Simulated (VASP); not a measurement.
Crystal: AlCo (rocksalt type).

```
CELL_PARAMETERS angstrom
0.00000 2.41380 2.41380
2.41380 0.00000 2.41380
2.41380 2.41380 0.00000
ATOMIC_POSITIONS crystal
Co 0.00000 0.00000 0.00000
Al 0.50000 0.50000 0.50000
```

* Program: VASP 6.6.1
* Task: relaxation of cell and atoms
* Functional: PBE
* Potentials or basis: VASP PAW PBE potentials, release 64 (Co, Al)
* Cutoff: 600 eV
* k mesh: 14 × 14 × 14
* Occupations: fermi-dirac, width 0.1 eV
* Spin: no spin polarisation

At the start: pressure -2.6 GPa; volume 14.06 Å³/atom.

Q: How do energy, volume and symmetry change on relaxing?

A: Over 3 steps the energy falls by 2.6 meV/atom and the volume is 13.75 Å³/atom (-2.2 %); space group Fm-3m (No. 225, to 0.1 Å) before and after.

The path:
| step | energy change (eV) | largest force (eV/Å) | pressure (GPa) | volume (Å³) |
| --- | --- | --- | --- | --- |
| 1 | 0.0000 | 0.0000 | -2.59 | 28.13 |
| 2 | -0.0041 | 0.0000 | 1.34 | 27.21 |
| 3 | -0.0052 | 0.0000 | -0.03 | 27.50 |

Final structure:
```
Co Al
1.0
     0.00000    2.39563    2.39563
     2.39563    0.00000    2.39563
     2.39563    2.39563    0.00000
Co Al
1 1
Direct
  0.00000 0.00000 0.00000
  0.50000 0.50000 0.50000
```

Caveat: the run has no spin polarisation, though such a crystal can be magnetic.
